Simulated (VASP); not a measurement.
Pb: single point with LDA

Pb:

```
CELL_PARAMETERS angstrom
0.10317 3.49059 3.49059
3.49059 0.10317 3.49059
3.49059 3.49059 0.10317
ATOMIC_POSITIONS crystal
Pb 0.00000 0.00000 0.00000
Pb 0.25000 0.25000 0.25000
```

This cell differs from its parent crystal: equal xy, yz and zx shear strains of +3 %.

```json
{
  "Program": "VASP 6.6.1",
  "Task": "single point",
  "Functional": "LDA",
  "Potentials or basis": "VASP PAW LDA potentials, release 64 (Pb_d)",
  "Cutoff": "520 eV",
  "k mesh": "8 × 8 × 8",
  "Occupations": "fermi-dirac, width 0.05 eV",
  "Spin": "no spin polarisation"
}
```

The pressure is -0.6 GPa and the largest force is 0.288 eV/Å. The band gap on the k mesh is zero (band 14 reaches 4.47 eV, above the bottom of band 15 at 3.27 eV).

Forces in eV/Å, atoms in the order of the input:
```
Pb   0.166  0.166  0.166
Pb  -0.166 -0.166 -0.166
```

Stress tensor (GPa, compression positive):
```
-0.59 -0.95 -0.95
-0.95 -0.59 -0.95
-0.95 -0.95 -0.59
```

Levels at points of the mesh, in eV from the Fermi level:
```
           k point  band 10  band 11  band 12  band 13  band 14  band 15  band 16  band 17  band 18  band 19
(0.00, 0.00, 0.00)   -16.65   -11.20    -4.00     0.33     0.38     0.38     2.06     2.53     2.53     4.03
(0.50, 0.00, 0.00)   -16.57    -9.77    -7.22    -1.08    -0.85    -0.82     3.29     3.62     5.31     7.23
(0.50, 0.50, 0.00)   -16.55    -8.67    -8.41    -2.11    -1.91     0.69     0.90     6.94     7.08     8.16
(0.50, 0.50, 0.50)   -16.58   -10.07    -6.96    -0.87    -0.63    -0.63     3.57     3.57     5.44     6.86
```

It took 34 s on 1 thread of Intel(R) Xeon(R) 6975P-C (Granite Rapids), with other jobs on the host, peak memory 0.24 GiB.

Caveat: the cell differs from its parent crystal (equal xy, yz and zx shear strains of +3 %); spin-orbit coupling is left out, which moves the levels of the heavy elements.
